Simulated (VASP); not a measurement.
# Lu (Im-3m) in VASP: a series of runs, part 2 of 2

VASP 6.6.1.

## 3. Single point, r2SCAN

POSCAR

```
Lu
1.0
   -1.9541071100      1.9541071100      1.9541071100
    1.9541071100     -1.9541071100      1.9541071100
    1.9541071100      1.9541071100     -1.9541071100
Lu
1
Direct
    0.0000000000      0.0000000000      0.0000000000
```

INCAR.step1

```
SYSTEM = Lu
PREC     = Accurate       ! precision mode
ENCUT    = 660            ! plane-wave cutoff, eV
ISMEAR   = -1             ! smearing method
SIGMA    = 0.05           ! smearing width, eV
LREAL    = .False.        ! projectors in reciprocal space
LASPH    = .True.         ! aspherical terms in the spheres
NELM     = 120            ! most SCF steps
NBANDS   = 18             ! bands
GGA      = PE             ! functional
ALGO     = Normal         ! electronic algorithm
EDIFF    = 1E-5           ! SCF threshold, eV
LWAVE    = .True.         ! write WAVECAR
LCHARG   = .False.        ! write CHGCAR
GGA_COMPAT= .False.
```

INCAR.step2

```
SYSTEM = Lu
PREC     = Accurate       ! precision mode
ENCUT    = 660            ! plane-wave cutoff, eV
EDIFF    = 1E-6           ! SCF threshold, eV
ISMEAR   = -1             ! smearing method
SIGMA    = 0.05           ! smearing width, eV
LREAL    = .False.        ! projectors in reciprocal space
LASPH    = .True.         ! aspherical terms in the spheres
NELM     = 120            ! most SCF steps
ALGO     = Normal         ! electronic algorithm
ISIF     = 2              ! what is computed and relaxed
LWAVE    = .False.        ! write WAVECAR
LCHARG   = .False.        ! write CHGCAR
METAGGA  = R2SCAN         ! meta-GGA
LMIXTAU  = .True.       
NBANDS   = 18             ! bands
ISTART   = 1            
GGA_COMPAT= .False.
```

KPOINTS

```
Automatic mesh
0
Gamma
  10 10 10
  0 0 0
```

Potentials or basis: VASP PAW PBE potentials, release 64 (Lu).

Started as:

```console
$ cat potpaw_PBE.64/Lu/POTCAR > POTCAR
$ cp INCAR.step1 INCAR
$ mpirun -np 1 vasp_std > vasp.out
$ cp INCAR.step2 INCAR
$ mpirun -np 1 vasp_std > vasp.out
```

OUTCAR:

```text
SYSTEM = Lu
   PREC = Accurate
   ENCUT = 660
   EDIFF = 1E-6
   ISMEAR = -1
   LREAL = .False.
   LASPH = .True.
   NELM = 120
   ISIF = 2
   METAGGA = R2SCAN
   ISTART = 1

 ion  position               nearest neighbor table
   1  0.000  0.000  0.000-

  LATTYP: Found a body centered cubic cell.
 ALAT       =     3.9082142200

  Lattice vectors:

 A1 = (  -1.9541071100,   1.9541071100,   1.9541071100)
 A2 = (   1.9541071100,  -1.9541071100,   1.9541071100)
 A3 = (   1.9541071100,   1.9541071100,  -1.9541071100)

Analysis of symmetry for initial positions (statically):
=====================================================================
 Subroutine PRICEL returns:
 Original cell was already a primitive cell.

 Routine SETGRP: Setting up the symmetry group for a
 body centered cubic supercell.

 Subroutine GETGRP returns: Found 48 space group operations
 (whereof 48 operations were pure point group operations)
 out of a pool of 48 trial point group operations.

The static configuration has the point symmetry O_h .

Analysis of symmetry for dynamics (positions and initial velocities):
=====================================================================
 Subroutine PRICEL returns:
 Original cell was already a primitive cell.

 Routine SETGRP: Setting up the symmetry group for a
 body centered cubic supercell.

 Subroutine GETGRP returns: Found 48 space group operations
 (whereof 48 operations were pure point group operations)
 out of a pool of 48 trial point group operations.

The dynamic configuration has the point symmetry O_h .

 Subroutine INISYM returns: Found 48 space group operations
 (whereof 48 operations are pure point group operations),
 and found     1 'primitive' translations

----------------------------------------------------------------------------------------

                                     Primitive cell

  volume of cell :      29.8473

  direct lattice vectors                    reciprocal lattice vectors
    -1.954107110  1.954107110  1.954107110     0.000000000  0.255871338  0.255871338
     1.954107110 -1.954107110  1.954107110     0.255871338  0.000000000  0.255871338
     1.954107110  1.954107110 -1.954107110     0.255871338  0.255871338  0.000000000

  length of vectors
     3.384612798  3.384612798  3.384612798     0.361856716  0.361856716  0.361856716

  position of ions in fractional coordinates (direct lattice)
     0.000000000  0.000000000  0.000000000

  ion indices of the primitive-cell ions
   primitive index   ion index
                 1           1

----------------------------------------------------------------------------------------

 KPOINTS: Automatic mesh

Automatic generation of k-mesh.
 Grid dimensions read from file:
 generate k-points for:   10   10   10

 Generating k-lattice:

  Cartesian coordinates                     Fractional coordinates (reciprocal lattice)
     0.000000000  0.025587134  0.025587134     0.100000000  0.000000000  0.000000000
     0.025587134  0.000000000  0.025587134     0.000000000  0.100000000  0.000000000
     0.025587134  0.025587134  0.000000000     0.000000000  0.000000000  0.100000000

  Length of vectors
     0.036185672  0.036185672  0.036185672

  Shift w.r.t. Gamma in fractional coordinates (k-lattice)
     0.000000000  0.000000000  0.000000000

 Subroutine IBZKPT returns following result:
 ===========================================

 Found     47 irreducible k-points:

 Following reciprocal coordinates:
            Coordinates               Weight
  0.000000  0.000000  0.000000      1.000000
  0.100000  0.000000  0.000000     12.000000
  0.200000  0.000000  0.000000     12.000000
  0.300000  0.000000  0.000000     12.000000
  0.400000  0.000000  0.000000     12.000000
  0.500000  0.000000  0.000000      6.000000
[... 16 lines left out ...]
  0.300000  0.300000  0.100000      8.000000
 -0.300000  0.300000  0.100000     24.000000
 [... further k-points ...]
   k-points           NKPTS =     47   k-points in BZ     NKDIM =     47   number of bands    NBANDS=     18
   number of dos      NEDOS =    301   number of ions     NIONS =      1
   total plane-waves  NPLWV =  21952
   dimension x,y,z NGX =    28 NGY =   28 NGZ =   28
   dimension x,y,z NGXF=    56 NGYF=   56 NGZF=   56
   ions per type =               1
   NGX,Y,Z   is equivalent  to a cutoff of  13.75, 13.75, 13.75 a.u.
   NGXF,Y,Z  is equivalent  to a cutoff of  27.51, 27.51, 27.51 a.u.
 SYSTEM =  Lu
   PREC   = accura    normal or accurate (medium, high low for compatibility)
   ISTART =      1    job   : 0-new  1-cont  2-samecut
   ICHARG =      0    charge: 1-file 2-atom 10-const
   ISPIN  =      1    spin polarized calculation?
   LNONCOLLINEAR =      F non collinear calculations
   LSORBIT =      F    spin-orbit coupling
   LASPH  =      T    aspherical Exc in radial PAW
   ENCUT  =  660.0 eV  48.51 Ry    6.96 a.u.   7.09  7.09  7.09*2*pi/ulx,y,z
   NELM   =    120;   NELMIN=  2; NELMDL=  0     # of ELM steps
   EDIFF  = 0.1E-05   stopping-criterion for ELM
   LREAL  =      F    real-space projection
   EDIFFG = 0.1E-04   stopping-criterion for IOM
   NSW    =      0    number of steps for IOM
   IBRION =     -1    ionic relax: 0-MD 1-quasi-New 2-CG
   NFREE  =      0    steps in history (QN), initial steepest desc. (CG)
   ISIF   =      2    stress and relaxation
   ISYM   =      2    0-nonsym 1-usesym 2-fastsym
   POTIM  = 0.5000    time-step for ionic-motion
   TEBEG  =    0.0;   TEEND  =   0.0 temperature during run
   PSTRESS=    0.0 pullay stress
   NELECT =      25.0000    total number of electrons
   NUPDOWN=      -1.0000    fix difference up-down
   EMIN   =  10.00;   EMAX   =-10.00  energy-range for DOS
   EFERMI =   0.00;   METHOD = LEGACY
   ISMEAR =    -1;   SIGMA  =   0.05  broadening in eV -4-tet -1-fermi 0-gaus
   EFERMI_NEDOS =   21; number of points for ismear=-14 and -15
   IALGO  =     38    algorithm
   IMIX   =      4    mixing-type and parameters
     AMIX     =   0.40;   BMIX     =  1.00
     AMIX_MAG =   1.60;   BMIX_MAG =  1.00
  volume/ion in A,a.u.               =      29.85       201.42
  Fermi-wavevector in a.u.,A,eV,Ry     =   1.543191  2.916209 32.401456  2.381440
  Thomas-Fermi vector in A             =   2.648889
   LORBIT       =      0    0 simple, 1 ext, 2 COOP (PROOUT), +10 PAW based schemes
   METAGGA = R2SCAN    functional components
   LHFCALC =     F    Hartree Fock is set to
   AEXX    =    0.0000 exact exchange contribution
   IVDW    =     0    specifies the selected vdW correction
   LEPSILON=     F    determine dielectric tensor
   LRPA    =     F    only Hartree local field effects (RPA)
 non-spin polarized calculation
  energy-cutoff  :      660.00
  volume of cell :       29.85
 maximum number of plane-waves:      1168
   NGX = 15   NGY = 15   NGZ = 15

 number of electron      24.9999996 magnetization

 Free energy of the ion-electron system (eV)
  ---------------------------------------------------
  ext. energy  EPLUGINS =         0.00000000
  ---------------------------------------------------
  free energy    TOTEN  =       -37.95558702 eV

  energy without entropy =      -37.93984361  energy(sigma->0) =      -37.94771532

 E-fermi :   2.2246     XC(G=0): -11.4673

 val. band max:        2.1817255316   @ k =   0.3000   0.2000   0.0000
 cond. band min:       2.2645304559   @ k =   0.5000   0.5000   0.1000
 fundamental gap:      0.0828049243
 Fermi energy:         2.2245605954

 k-point     1 :       0.0000    0.0000    0.0000
  band No.  band energies     occupation
      1     -55.9539      2.00000
      2     -25.7225      2.00000
      3     -25.7225      2.00000
      4     -25.7225      2.00000
      5      -4.1301      2.00000
      6      -3.1903      2.00000
[... 10 lines left out ...]
     17       6.7883      0.00000
     18      14.2497      0.00000

 k-point     2 :       0.1000    0.0000    0.0000
  band No.  band energies     occupation
      1     -55.9510      2.00000
      2     -25.7686      2.00000
      3     -25.7369      2.00000
      4     -25.7227      2.00000
      5      -3.8351      2.00000
      6      -3.1878      2.00000
[... 10 lines left out ...]
     17       6.7863      0.00000
     18      14.5192      0.00000
[... 442 lines left out ...]
 k-point    24 :      -0.3000    0.3000    0.1000
  band No.  band energies     occupation
      1     -55.9316      2.00000
      2     -26.0230      2.00000
      3     -25.8367      2.00000
      4     -25.7579      2.00000
      5      -3.1766      2.00000
      6      -3.1541      2.00000
[... 10 lines left out ...]
     17       7.4885      0.00000
     18      12.7429      0.00000

 [... further k-points ...]
[... 5 lines left out ...]
  --------------------------------------------------------------------------------------
  -------------------------------------------------------------------------------------
  Total       -0.0432723     -0.0432723     -0.0432723      0.0000000      0.0000000      0.0000000
  in kB       -2.3228189     -2.3228189     -2.3228189      0.0000000      0.0000000      0.0000000
  external PRESSURE =      -2.3228189 kB  Pullay stress =       0.0000000 kB

 VOLUME and BASIS-vectors are now :
 -----------------------------------------------------------------------------
  energy-cutoff  :      660.00
  volume of cell :       29.85
      direct lattice vectors                 reciprocal lattice vectors
    -1.954107110  1.954107110  1.954107110     0.000000000  0.255871338  0.255871338
     1.954107110 -1.954107110  1.954107110     0.255871338  0.000000000  0.255871338
     1.954107110  1.954107110 -1.954107110     0.255871338  0.255871338  0.000000000

 POSITION                                       TOTAL-FORCE (eV/Angst)
 -----------------------------------------------------------------------------------
      0.00000      0.00000      0.00000         0.000000      0.000000      0.000000
 -----------------------------------------------------------------------------------
    total drift:                                0.000000     -0.000000     -0.000000

  FREE ENERGIE OF THE ION-ELECTRON SYSTEM (eV)
  ---------------------------------------------------
  free  energy   TOTEN  =       -37.9555870213 eV

  energy  without entropy=      -37.9398436114  energy(sigma->0) =      -37.94771532
```

Wall time 88 s (1 thread of Intel Xeon Platinum 8488C (Sapphire Rapids), shared host); peak memory 0.2 GiB.

Results:

```yaml
Free_energy: -37.9556 eV
Pressure: -0.2 GPa
Band_gap_on_the_k_mesh: zero (an odd number of electrons rules out a gap without spin polarisation)
```

Caveat: the PAW data sets were made with another functional, which shifts forces and pressure a little; spin-orbit coupling is left out, which moves the levels of the heavy elements.

## 4. Single point, r2SCAN

POSCAR is that of step 3.

INCAR.step1

```
PREC     = Accurate       # precision mode
ENCUT    = 660            # plane-wave cutoff, eV
ISMEAR   = -5             # smearing method
SIGMA    = 0.05           # smearing width, eV
LREAL    = F              # projectors in reciprocal space
LASPH    = T              # aspherical terms in the spheres
NELM     = 120            # most SCF steps
NBANDS   = 18             # bands
GGA      = PE             # functional
ALGO     = Normal         # electronic algorithm
EDIFF    = 1E-5           # SCF threshold, eV
LWAVE    = T              # write WAVECAR
LCHARG   = F              # write CHGCAR
GGA_COMPAT= F
```

INCAR.step2

```
PREC     = Accurate       # precision mode
ENCUT    = 660            # plane-wave cutoff, eV
EDIFF    = 1E-6           # SCF threshold, eV
ISMEAR   = -5             # smearing method
SIGMA    = 0.05           # smearing width, eV
LREAL    = F              # projectors in reciprocal space
LASPH    = T              # aspherical terms in the spheres
NELM     = 120            # most SCF steps
ALGO     = Normal         # electronic algorithm
ISIF     = 2              # what is computed and relaxed
LWAVE    = F              # write WAVECAR
LCHARG   = F              # write CHGCAR
METAGGA  = R2SCAN         # meta-GGA
LMIXTAU  = T            
NBANDS   = 18             # bands
ISTART   = 1            
GGA_COMPAT= F
```

KPOINTS

```
regular mesh
0
Gamma
  10 10 10
```

Started as:

```console
$ cat potpaw_PBE.64/Lu/POTCAR > POTCAR
$ cp INCAR.step1 INCAR
$ mpirun -np 1 vasp_std > vasp.out
$ cp INCAR.step2 INCAR
$ mpirun -np 1 vasp_std > vasp.out
```

It took 81 s on 1 thread of Intel Xeon Platinum 8488C (Sapphire Rapids), shared host; peak memory 0.2 GiB.

Results (log left out):

* Free energy: -37.9473 eV
* Pressure: 0.0 GPa
* Band gap on the k mesh: zero (an odd number of electrons rules out a gap without spin polarisation)

Levels at points of the mesh, in eV from the Fermi level:
```csv
k point,band 10,band 11,band 12,band 13,band 14,band 15
"(0.00, 0.00, 0.00)",-5.35,-5.35,-5.33,2.42,2.42,2.42
"(0.50, 0.00, 0.00)",-5.35,-5.34,-2.53,0.26,0.58,4.38
"(0.50, 0.50, 0.50)",-5.34,-5.34,-1.57,-1.57,5.86,5.86
```

Caveat: the PAW data sets were made with another functional, which shifts forces and pressure a little; spin-orbit coupling is left out, which moves the levels of the heavy elements; tetrahedron occupations give inexact forces and stress in metals.

## 5. Single point, revPBE+D3(BJ)

INCAR

```
PREC = Accurate
ENCUT = 520
EDIFF = 1E-7
ISMEAR = 1
SIGMA = 0.05
LREAL = False
LASPH = True
NELM = 60
ALGO = Normal
ISIF = 2
LWAVE = False
LCHARG = False
GGA = RE
IVDW = 12
NBANDS = 18
```

KPOINTS

```
Automatic mesh
0
Gamma
  7 7 7
```

POSCAR

```
Lu
1.0
   -1.9541071088      1.9541071088      1.9541071088
    1.9541071088     -1.9541071088      1.9541071088
    1.9541071088      1.9541071088     -1.9541071088
Lu
1
Direct
    0.0000000000      0.0000000000      0.0000000000
```

Started as:

```console
$ cat potpaw_PBE.64/Lu/POTCAR > POTCAR
$ mpirun -np 1 vasp_std > vasp.out
```

Wall time 21 s (1 thread of Intel Xeon 8259CL, shared host); peak memory 0.18 GiB.

Results (log left out):

```
Free energy                : -4.7095 eV
Pressure                   : -2.1 GPa
Band gap on the k mesh     : zero (an odd number of electrons rules out a gap without spin polarisation)
Dispersion energy per atom : -0.606 eV
```

Levels at points of the mesh, in eV from the Fermi level:
| k point | band 10 | band 11 | band 12 | band 13 | band 14 | band 15 |
| --- | --- | --- | --- | --- | --- | --- |
| (0.00, 0.00, 0.00) | -5.12 | -5.12 | -5.11 | 2.14 | 2.14 | 2.14 |

Caveat: the PAW data sets were made with another functional, which shifts forces and pressure a little; spin-orbit coupling is left out, which moves the levels of the heavy elements.

## 6. Overview

```tsv
level	k mesh	cutoff (eV)	smearing	gap on the mesh (eV)	pressure (GPa)
PBE+D3(BJ)	10 × 10 × 10	520	tetrahedron	none	-2.1
r2SCAN	10 × 10 × 10	660	fermi-dirac 0.05 eV	none	-0.2
r2SCAN	10 × 10 × 10	660	tetrahedron	none	0.0
revPBE+D3(BJ)	7 × 7 × 7	520	methfessel-paxton 0.05 eV	none	-2.1
```

Alike in all rows: task single point; potentials or basis VASP PAW PBE potentials, release 64 (Lu); no spin polarisation; cell as given.

The pressure there spans -2.1 GPa (revPBE+D3(BJ)) to 0.0 GPa (r2SCAN); a positive pressure means that this level wants a larger cell, a negative one a smaller.

Caveats: spin-orbit coupling is left out, which moves the levels of the heavy elements; the PAW data sets were made with another functional, which shifts forces and pressure a little (at least some runs); tetrahedron occupations give inexact forces and stress in metals (at least some runs).

Absolute energies hang on the potentials; compare differences alone.
